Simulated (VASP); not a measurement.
**BeTe: relaxation of cell and atoms with PBE+D3(BJ)**

BeTe:

```xyz
2
Lattice="0.0000 2.7700 2.7700 2.7700 0.0000 2.7700 2.7700 2.7700 0.0000" Properties=species:S:1:pos:R:3 pbc="T T T"
Te    4.1550    4.1550    4.1550
Be    0.0000    0.0000    0.0000
```

```json
{"Program": "VASP 6.6.1", "Task": "relaxation of cell and atoms", "Functional": "PBE", "Dispersion": "D3(BJ)", "Potentials or basis": "VASP PAW PBE potentials, release 64 (Te, Be)", "Cutoff": "600 eV", "k mesh": "8 × 8 × 8", "Occupations": "fermi-dirac, width 0.05 eV", "Spin": "no spin polarisation", "Dipole correction": "no", "Further INCAR settings": "ALGO = Normal; EDIFF = 1e-06; IBRION = 2; EDIFFG = -0.02; NSW = 80; ISIF = 3"}
```

The relaxed volume is 21.79 Å³/atom. The relaxed cell is a = 3.950 Å, b = 3.950 Å, c = 3.950 Å, α = 60.00°, β = 60.00°, γ = 60.00°, the space group after relaxing (to 0.05 Å) is F-43m (No. 216) and the energy gained by relaxing is 2.6 meV/atom. The ionic steps are 3 and the pressure after relaxing is 0.0 GPa. The band gap on the k mesh is 1.91 eV, indirect (least direct gap 3.59 eV) and the dispersion energy per atom is -0.347 eV.

Step by step:
```tsv
step	energy change (eV)	largest force (eV/Å)	pressure (GPa)	volume (Å³)
1	0.0000	0.0000	1.61	42.51
2	-0.0049	0.0000	-0.37	43.84
3	-0.0052	0.0000	0.00	43.57
```

Final structure:
```cif
data_structure
_symmetry_space_group_name_H-M 'P 1'
_symmetry_Int_Tables_number 1
_cell_length_a 3.9498
_cell_length_b 3.9498
_cell_length_c 3.9498
_cell_angle_alpha 60.000
_cell_angle_beta 60.000
_cell_angle_gamma 60.000
_cell_volume 43.57
loop_
_atom_site_label
_atom_site_type_symbol
_atom_site_fract_x
_atom_site_fract_y
_atom_site_fract_z
_atom_site_occupancy
Te1 Te 0.75000 0.75000 0.75000 1
Be1 Be 0.00000 0.00000 0.00000 1
```

Levels at points of the mesh, in eV from the valence-band top:
| k point | band 2 | band 3 | band 4 | band 5 | band 6 | band 7 |
| --- | --- | --- | --- | --- | --- | --- |
| (0.00, 0.00, 0.00) | 0.00 | 0.00 | 0.00 | 3.59 | 3.59 | 3.59 |
| (0.50, 0.00, 0.00) | -5.70 | -1.18 | -1.18 | 3.14 | 4.58 | 4.58 |
| (0.50, 0.50, 0.00) | -5.25 | -2.74 | -2.74 | 1.91 | 2.63 | 9.86 |

Wall time 24 s on 1 thread of AMD EPYC 7R13 Processor (Zen 3), with other jobs on the host, peak memory 0.16 GiB.

Caveat: spin-orbit coupling is left out, which moves the levels of the heavy elements. PBE gaps usually lie below the measured ones, often by a third to a half.
